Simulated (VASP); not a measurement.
# H3C19 in VASP: further runs

Runs on H3C19. Level: PBE. Tasks: single point.

All numbers are computed with VASP 6.6.1; they aren't measurements. Logs are shortened: lines on timing, memory, paths and dates and some standing lists are left out, and cuts for length are marked.

**1. The cell of the first run**

The cell holds a slab with vacuum, 22 atoms: a = 7.398 Å, b = 7.398 Å, c = 11.000 Å, α = 90.00°, β = 90.00°, γ = 120.00°.

**2. Single point, PBE, collinear spin**

INCAR reads:

```
SYSTEM = H3C19
PREC = Accurate ; ENCUT = 520
EDIFF = 1E-7 ; ISMEAR = -1
SIGMA = 0.05 ; LREAL = Auto
LASPH = .True. ; NELM = 150
ALGO = Normal ; ISIF = 2
LWAVE = .False. ; LCHARG = .True.
ISPIN = 2 ; MAGMOM = 0 0 0 0 0 0 0 0 0 0 0 0 0 0 0 0 0 0 1 0 0 0
LORBIT = 11 ; GGA = PE
LELF = .True. ; LVHAR = .True.
NBANDS = 60
```

KPOINTS reads:

```
regular mesh
0
Gamma
  2 2 1
  0 0 0
```

POSCAR reads:

```
H3C19
1.0
    7.3980000000      0.0000000000      0.0000000000
   -3.6990000000      6.4068560000      0.0000000000
    0.0000000000      0.0000000000     11.0000000000
C H
19 3
Direct
   -0.0112701779     -0.0182148623      0.0700090909
    0.2144467232      0.1025620055      0.0633727273
   -0.0424057046      0.2943721538      0.0886454545
    0.1661988599      0.3881154813      0.0765545455
   -0.0332909851      0.6498819390      0.0823181818
    0.1879647682      0.7524907693      0.0972454545
    0.3169816713     -0.0184021617      0.0659272727
    0.5368656709      0.1115523745      0.0719181818
    0.3263028989      0.3261662194      0.0767909091
    0.5432191538      0.4471303866      0.0955727273
    0.2892912275      0.6462764264      0.1042545455
    0.5295742136      0.7833171215      0.0863727273
    0.6393183257     -0.0070081176      0.0903545455
    0.8621901042      0.0835042960      0.0834727273
    0.6397710103      0.3312857352      0.0729090909
    0.8649293616      0.4248573715      0.0781363636
    0.6536722250      0.6667388810      0.1186090909
    0.8623205822      0.7565957468      0.0816727273
    0.6341899205      0.6290448857      0.2532090909
    0.4980252790      0.4998083303      0.2821363636
    0.7580658749      0.5938013903      0.2797818182
    0.6852335527      0.7715484787      0.3155818182
```

Potentials or basis: VASP PAW PBE potentials, release 64 (C, H).

On the command line:

```bash
cat potpaw_PBE.64/C/POTCAR potpaw_PBE.64/H/POTCAR > POTCAR
mpirun -np 1 vasp_std > vasp.out
```

OUTCAR:

```text
SYSTEM = H3C19
   PREC = Accurate
   ENCUT = 520
   EDIFF = 1E-7
   ISMEAR = -1
   LREAL = Auto
   LASPH = .True.
   NELM = 150
   ISIF = 2
   ISPIN = 2
   LORBIT = 11
   GGA = PE

 ion  position               nearest neighbor table
   1  0.989  0.982  0.070-   2 1.45  18 1.45  14 1.47
   2  0.214  0.103  0.063-   7 1.43   9 1.44   1 1.45
   3  0.958  0.294  0.089-   4 1.35  14 1.35  16 1.44
   4  0.166  0.388  0.077-   3 1.35   9 1.47  11 1.68
   5  0.967  0.650  0.082-  18 1.35   6 1.43  16 1.44
   6  0.188  0.752  0.097-  11 1.33   5 1.43   7 1.51
[... 8 lines left out ...]
  15  0.640  0.331  0.073-  10 1.39   8 1.41  16 1.45
  16  0.865  0.425  0.078-   3 1.44   5 1.44  15 1.45
  17  0.654  0.667  0.119-  18 1.40  10 1.43  19 1.50  12 1.58
  18  0.862  0.757  0.082-   5 1.35  17 1.40   1 1.45
  19  0.634  0.629  0.253-  20 1.03  21 1.11  22 1.15  17 1.50
  20  0.498  0.500  0.282-  19 1.03
  21  0.758  0.594  0.280-  19 1.11
  22  0.685  0.772  0.316-  19 1.15

  LATTYP: Found a hexagonal cell.
 ALAT       =     7.3980000000
 C/A-ratio  =     1.4868883482

  Lattice vectors:

 A1 = (   7.3980000000,   0.0000000000,   0.0000000000)
 A2 = (  -3.6990000000,   6.4068560000,   0.0000000000)
 A3 = (   0.0000000000,   0.0000000000,  11.0000000000)

Analysis of symmetry for initial positions (statically):
=====================================================================
 Subroutine PRICEL returns:
 Original cell was already a primitive cell.

 Routine SETGRP: Setting up the symmetry group for a
 hexagonal supercell.

 Subroutine GETGRP returns: Found  1 space group operations
 (whereof  1 operations were pure point group operations)
 out of a pool of 24 trial point group operations.

The static configuration has the point symmetry C_1 .

Analysis of symmetry for dynamics (positions and initial velocities):
=====================================================================
 Subroutine PRICEL returns:
 Original cell was already a primitive cell.

 Routine SETGRP: Setting up the symmetry group for a
 hexagonal supercell.

 Subroutine GETGRP returns: Found  1 space group operations
 (whereof  1 operations were pure point group operations)
 out of a pool of 24 trial point group operations.

The dynamic configuration has the point symmetry C_1 .

Analysis of structural, dynamic, and magnetic symmetry:
=====================================================================
 Subroutine PRICEL returns:
 Original cell was already a primitive cell.

 Routine SETGRP: Setting up the symmetry group for a
 hexagonal supercell.

 Subroutine GETGRP returns: Found  1 space group operations
 (whereof  1 operations were pure point group operations)
 out of a pool of 24 trial point group operations.

The overall configuration has the point symmetry C_1 .

 Subroutine INISYM returns: Found  1 space group operations
 (whereof  1 operations are pure point group operations),
 and found     1 'primitive' translations

----------------------------------------------------------------------------------------

                                     Primitive cell

  volume of cell :     521.3771

  direct lattice vectors                    reciprocal lattice vectors
     7.398000000  0.000000000  0.000000000     0.135171668  0.078041398  0.000000000
    -3.699000000  6.406856000  0.000000000     0.000000000  0.156082796  0.000000000
     0.000000000  0.000000000 11.000000000     0.000000000  0.000000000  0.090909091

  length of vectors
     7.398000000  7.398000054 11.000000000     0.156082797  0.156082796  0.090909091

  position of ions in fractional coordinates (direct lattice)
     0.988729822  0.981785138  0.070009091
     0.214446723  0.102562005  0.063372727
     0.957594295  0.294372154  0.088645455
     0.166198860  0.388115481  0.076554546
     0.966709015  0.649881939  0.082318182
[... 71 lines left out ...]
  0.000000  0.000000  0.000000      1.000000
  0.500000 -0.000000  0.000000      1.000000
  0.000000  0.500000  0.000000      1.000000
  0.500000  0.500000  0.000000      1.000000
   k-points           NKPTS =      4   k-points in BZ     NKDIM =      4   number of bands    NBANDS=     60
   number of dos      NEDOS =    301   number of ions     NIONS =     22
   total plane-waves  NPLWV = 263424
   dimension x,y,z NGX =    56 NGY =   56 NGZ =   84
   dimension x,y,z NGXF=   112 NGYF=  112 NGZF=  168
   ions per type =              19   3
   NGX,Y,Z   is equivalent  to a cutoff of  12.58, 12.58, 12.70 a.u.
   NGXF,Y,Z  is equivalent  to a cutoff of  25.17, 25.17, 25.39 a.u.
 SYSTEM =  H3C19
   PREC   = accura    normal or accurate (medium, high low for compatibility)
   ISTART =      0    job   : 0-new  1-cont  2-samecut
   ICHARG =      2    charge: 1-file 2-atom 10-const
   ISPIN  =      2    spin polarized calculation?
   LNONCOLLINEAR =      F non collinear calculations
   LSORBIT =      F    spin-orbit coupling
   LASPH  =      T    aspherical Exc in radial PAW
   ENCUT  =  520.0 eV  38.22 Ry    6.18 a.u.  13.76 13.76 20.45*2*pi/ulx,y,z
   NELM   =    150;   NELMIN=  2; NELMDL= -5     # of ELM steps
   EDIFF  = 0.1E-06   stopping-criterion for ELM
   LREAL  =      T    real-space projection
   EDIFFG = 0.1E-05   stopping-criterion for IOM
   NSW    =      0    number of steps for IOM
   IBRION =     -1    ionic relax: 0-MD 1-quasi-New 2-CG
   NFREE  =      0    steps in history (QN), initial steepest desc. (CG)
   ISIF   =      2    stress and relaxation
   ISYM   =      2    0-nonsym 1-usesym 2-fastsym
   POTIM  = 0.5000    time-step for ionic-motion
   TEBEG  =    0.0;   TEEND  =   0.0 temperature during run
   PSTRESS=    0.0 pullay stress
   NELECT =      79.0000    total number of electrons
   NUPDOWN=      -1.0000    fix difference up-down
   EMIN   =  10.00;   EMAX   =-10.00  energy-range for DOS
   EFERMI =   0.00;   METHOD = LEGACY
   ISMEAR =    -1;   SIGMA  =   0.05  broadening in eV -4-tet -1-fermi 0-gaus
   EFERMI_NEDOS =   21; number of points for ismear=-14 and -15
   IALGO  =     38    algorithm
   IMIX   =      4    mixing-type and parameters
     AMIX     =   0.40;   BMIX     =  1.00
     AMIX_MAG =   1.60;   BMIX_MAG =  1.00
  volume/ion in A,a.u.               =      23.70       159.93
  Fermi-wavevector in a.u.,A,eV,Ry     =   0.872770  1.649296 10.363934  0.761728
  Thomas-Fermi vector in A             =   1.992066
   LORBIT       =     11    0 simple, 1 ext, 2 COOP (PROOUT), +10 PAW based schemes
   GGA     = PE    functional components
   LHFCALC =     F    Hartree Fock is set to
   AEXX    =    0.0000 exact exchange contribution
   IVDW    =     0    specifies the selected vdW correction
   LEPSILON=     F    determine dielectric tensor
   LRPA    =     F    only Hartree local field effects (RPA)
 spin polarized calculation
  energy-cutoff  :      520.00
  volume of cell :      521.38
 maximum number of plane-waves:     14099
 NGX is ok and might be reduce to    56
   NGX = 27   NGY = 27   NGZ = 41

 number of electron      78.9999995 magnetization       0.9869122

 Free energy of the ion-electron system (eV)
  ---------------------------------------------------
  ext. energy  EPLUGINS =         0.00000000
  ---------------------------------------------------
  free energy    TOTEN  =      -179.13010647 eV

  energy without entropy =     -179.12491974  energy(sigma->0) =     -179.12751310

 E-fermi :  -1.1003     XC(G=0):  -4.3773

 val. band max:       -1.3038554375   @ k =   0.0000   0.0000   0.0000
 cond. band min:      -0.9038386231   @ k =   0.5000   0.5000   0.0000
 fundamental gap:      0.4000168144
 Fermi energy:        -1.1002908598

 spin component 1

 k-point     1 :       0.0000    0.0000    0.0000
  band No.  band energies     occupation
      1     -20.9231      1.00000
      2     -19.1884      1.00000
      3     -18.3720      1.00000
      4     -18.2372      1.00000
      5     -18.1668      1.00000
      6     -17.9846      1.00000
[... 205 lines left out ...]
     50       4.0490      0.00000
     51       4.2880      0.00000
 Fermi energy:        -1.1002908598

 spin component 2

 k-point     1 :       0.0000    0.0000    0.0000
  band No.  band energies     occupation
      1     -20.8446      1.00000
      2     -19.0984      1.00000
      3     -18.3172      1.00000
      4     -18.1985      1.00000
      5     -18.0992      1.00000
      6     -17.9151      1.00000
[... 205 lines left out ...]
     50       4.1324      0.00000
     51       4.3454      0.00000
 [bands above 51 left out]

------------------------ aborting loop because EDIFF is reached ----------------------------------------

  FORCE on cell =-STRESS in cart. coord.  units (eV):
  Direction    XX          YY          ZZ          XY          YZ          ZX
  --------------------------------------------------------------------------------------
  -------------------------------------------------------------------------------------
  Total        8.7025993      7.3455166      3.0680671      2.5102608      0.4909767     -0.6811010
  in kB       26.7428444     22.5725671      9.4280845      7.7139611      1.5087577     -2.0930042
  external PRESSURE =      19.5811653 kB  Pullay stress =       0.0000000 kB

 VOLUME and BASIS-vectors are now :
 -----------------------------------------------------------------------------
  energy-cutoff  :      520.00
  volume of cell :      521.38
      direct lattice vectors                 reciprocal lattice vectors
     7.398000000  0.000000000  0.000000000     0.135171668  0.078041398  0.000000000
    -3.699000000  6.406856000  0.000000000     0.000000000  0.156082796  0.000000000
     0.000000000  0.000000000 11.000000000     0.000000000  0.000000000  0.090909091

 POSITION                                       TOTAL-FORCE (eV/Angst)
 -----------------------------------------------------------------------------------
      3.68300      6.29016      0.77010        -2.870992      0.136424      0.806551
      1.20710      0.65710      0.69710         0.220509     -1.664319      0.168201
      5.99540      1.88600      0.97510        -0.304412      2.331585     -1.390197
     -0.20610      2.48660      0.84210         4.859932      8.416997      2.474223
      4.74780      4.16370      0.90550         2.768755     -2.572058      0.331189
     -1.39290      4.82110      1.06970        -0.869128      3.621419     -2.320996
[... 14 lines left out ...]
      3.41170      3.80440      3.07760        -0.091023     -0.261584     -0.146786
      2.21540      4.94320      3.47140        -0.458801     -0.809640     -0.978092
 -----------------------------------------------------------------------------------
    total drift:                               -0.021688      0.013815      0.001604

  FREE ENERGIE OF THE ION-ELECTRON SYSTEM (eV)
  ---------------------------------------------------
  free  energy   TOTEN  =      -179.1301064679 eV

  energy  without entropy=     -179.1249197419  energy(sigma->0) =     -179.12751310

 total charge

# of ion       s       p       d       tot
------------------------------------------
    1        0.849   1.723   0.000   2.571
    2        0.858   1.748   0.000   2.607
    3        0.884   1.876   0.000   2.760
    4        0.864   1.685   0.000   2.549
    5        0.872   1.821   0.000   2.693
    6        0.870   1.796   0.000   2.666
[... 14 lines left out ...]
   21        0.638   0.043   0.000   0.681
   22        0.601   0.035   0.000   0.636
--------------------------------------------------
tot         18.343  33.920   0.000  52.263

 magnetization (x)

# of ion       s       p       d       tot
------------------------------------------
    1       -0.004  -0.041   0.000  -0.046
    2        0.004   0.047   0.000   0.050
    3       -0.004  -0.030   0.000  -0.034
    4        0.009   0.112   0.000   0.121
    5       -0.004  -0.042   0.000  -0.046
    6        0.002   0.028   0.000   0.031
[... 14 lines left out ...]
   21       -0.000   0.000   0.000   0.000
   22        0.005   0.000   0.000   0.005
--------------------------------------------------
tot          0.043   0.493   0.000   0.536
```

Wall time 7.7 min (1 thread of Oxide Virtual Turin-like, shared host); peak memory 0.75 GiB.

What came out:

```
Free energy                                           : -179.1301 eV
Largest force                                         : 10.029 eV/Å
Band gap on the k mesh                                : 0.40 eV (least direct gap 0.44 eV)
Net moment                                            : 0.99 μB per cell
Site moments                                          : C -0.05, +0.05, -0.03, +0.12, +0.03, -0.04, +0.09, +0.11, +0.14, -0.01 (each value once); H +0.00, +0.01 (each value once) μB
Valence electrons inside the program's atomic spheres : C 2.57, 2.61, 2.76, 2.55, 2.69, 2.67, 2.59, 2.66, 2.52, 2.70, 2.68, 2.72 (each value once); H 0.76, 0.68, 0.64
```

Forces in eV/Å, atoms in the order of the input:
```
C   -2.871  0.136  0.807
C    0.221 -1.664  0.168
C   -0.304  2.332 -1.390
C    4.860  8.417  2.474
C    2.769 -2.572  0.331
C   -0.869  3.621 -2.321
C   -1.575  0.595  1.806
C   -0.468 -2.576  0.279
C   -4.084 -2.132 -0.330
C   -1.059 -3.271 -3.652
C    4.555 -2.053 -2.449
C   -0.964 -5.358  2.066
C    0.832  0.174 -1.512
C    0.307 -1.582  0.080
C    2.405 -0.106  0.761
C   -2.050  0.449  0.845
C   -4.072  0.157 -0.133
C    2.058  4.414 -1.092
C    2.642  3.543  3.624
H   -1.783 -1.454  0.765
H   -0.091 -0.262 -0.147
H   -0.459 -0.810 -0.978
```

Caveat: the k points lie up to 0.49 Å⁻¹ apart; the atoms stand as in a frame of molecular dynamics; there is no dipole correction, which matters where the two faces differ.

**3. Single point, PBE, collinear spin**

INCAR reads:

```
PREC     = Accurate       # precision mode
ENCUT    = 520            # plane-wave cutoff, eV
EDIFF    = 1E-7           # SCF threshold, eV
ISMEAR   = -1             # smearing method
SIGMA    = 0.05           # smearing width, eV
LREAL    = Auto         
LASPH    = T              # aspherical terms in the spheres
NELM     = 150            # most SCF steps
ALGO     = Normal         # electronic algorithm
ISIF     = 2              # what is computed and relaxed
LWAVE    = F              # write WAVECAR
LCHARG   = T              # write CHGCAR
ISPIN    = 2              # spin polarisation
MAGMOM   = 0 0 0 0 0 0 0 0 0 0 0 0 0 0 0 0 0 0 1 0 0 0 # initial moments
LORBIT   = 11             # projections on sites
GGA      = PE             # functional
LELF     = T              # ELF
LVHAR    = T            
NBANDS   = 60             # bands
```

KPOINTS reads:

```
Automatic mesh
0
Gamma
  2 2 1
```

POSCAR reads:

```
H3C19
1.0
    7.3980000000      0.0000000000      0.0000000000
   -3.6990000000      6.4068560000      0.0000000000
    0.0000000000      0.0000000000     11.0000000000
C H
19 3
Direct
   -0.0267381598     -0.0243333079      0.0593818182
    0.2043729701      0.0875780570      0.0632181818
   -0.0298434417      0.3130084397      0.0883454545
    0.2000076802      0.4254817027      0.0831000000
   -0.0267273738      0.6596839386      0.0875818182
    0.1911205630      0.7638848134      0.0942545455
    0.3135853799     -0.0235997188      0.0721090909
    0.5395697932      0.1007670533      0.0653272727
    0.3209196429      0.3126962741      0.0735545455
    0.5385757496      0.4295710720      0.0875909091
    0.2973032533      0.6293726595      0.1065454545
    0.5227384279      0.7727815328      0.0974636364
    0.6586578901     -0.0024192833      0.0678818182
    0.8750422892      0.0890140187      0.0921272727
    0.6515154658      0.3203599394      0.0856818182
    0.8720349411      0.4409338996      0.0785727273
    0.6352134185      0.6693454637      0.1200636364
    0.8615873953      0.7702685998      0.0793727273
    0.6519973241      0.6447624233      0.2520636364
    0.4978011599      0.4982787189      0.2722909091
    0.7690932638      0.6106115074      0.2698272727
    0.6194349738      0.7529278011      0.3165727273
```

Potentials or basis: VASP PAW PBE potentials, release 64 (C, H).

On the command line:

```bash
cat potpaw_PBE.64/C/POTCAR potpaw_PBE.64/H/POTCAR > POTCAR
mpirun -np 1 vasp_std > vasp.out
```

It took 7 min on 1 thread of Oxide Virtual Turin-like, shared host; peak memory 0.79 GiB.

The run converged. Its results:

| Quantity | Value |
| --- | --- |
| Free energy | -180.0320 eV |
| Largest force | 7.969 eV/Å |
| Band gap on the k mesh | 0.40 eV (least direct gap 0.45 eV) |
| Net moment | 0.99 μB per cell |
| Site moments | C -0.04, +0.06, +0.09, +0.05, -0.02, +0.04, +0.11, +0.16, -0.05, +0.10, -0.01 (each value once); H +0.00 μB |
| Valence electrons inside the program's atomic spheres | C 2.70, 2.59, 2.57, 2.64, 2.68, 2.61, 2.66, 2.62, 2.60, 2.58, 2.65, 2.67 (each value once); H 0.66, 0.75, 0.61 |

Forces in eV/Å, atoms in the order of the input:
```
C    2.459  2.767  1.993
C   -0.792  0.875 -0.248
C    2.696  1.483 -0.663
C    0.044 -3.709  0.727
C    0.293 -0.275 -0.687
C    2.432 -2.642 -0.318
C   -0.235  1.946  0.001
C    0.427  0.259  1.205
C   -1.630 -0.021 -0.055
C   -1.679 -0.321 -0.663
C   -1.509  7.645 -1.670
C   -0.618  0.479 -1.814
C   -2.468 -4.166  2.487
C   -3.431  2.923 -2.776
C   -1.805  0.535 -1.761
C    0.956 -3.012  1.859
C    4.755 -2.656 -1.327
C    0.289 -1.710 -0.487
C   -4.784 -0.558  3.859
H    0.676  0.515  0.392
H    2.012 -0.030  1.179
H    1.912 -0.326 -1.232
```

Levels at points of the mesh, in eV from the valence-band top:
Spin up:
| k point | band 38 | band 39 | band 40 | band 41 | band 42 | band 43 |
| --- | --- | --- | --- | --- | --- | --- |
| (0.00, 0.00, 0.00) | -1.57 | -0.28 | -0.06 | 0.40 | 2.23 | 3.04 |
| (0.50, 0.00, 0.00) | -2.24 | -2.09 | 0.00 | 1.84 | 2.19 | 2.34 |
| (0.00, 0.50, 0.00) | -2.22 | -1.89 | -0.11 | 1.53 | 2.41 | 2.43 |
| (0.50, 0.50, 0.00) | -2.23 | -1.93 | -0.07 | 1.93 | 1.97 | 2.44 |
Spin down:
```tsv
k point	band 37	band 38	band 39	band 40	band 41	band 42
(0.00, 0.00, 0.00)	-2.43	-1.42	-0.20	0.43	0.58	2.44
(0.50, 0.00, 0.00)	-2.19	-2.15	-1.97	0.56	1.92	2.33
(0.00, 0.50, 0.00)	-2.23	-2.11	-1.79	0.47	1.63	2.53
(0.50, 0.50, 0.00)	-2.35	-2.11	-1.75	0.42	2.04	2.18
```

Caveat: the k points lie up to 0.49 Å⁻¹ apart; the atoms stand as in a frame of molecular dynamics; there is no dipole correction, which matters where the two faces differ.
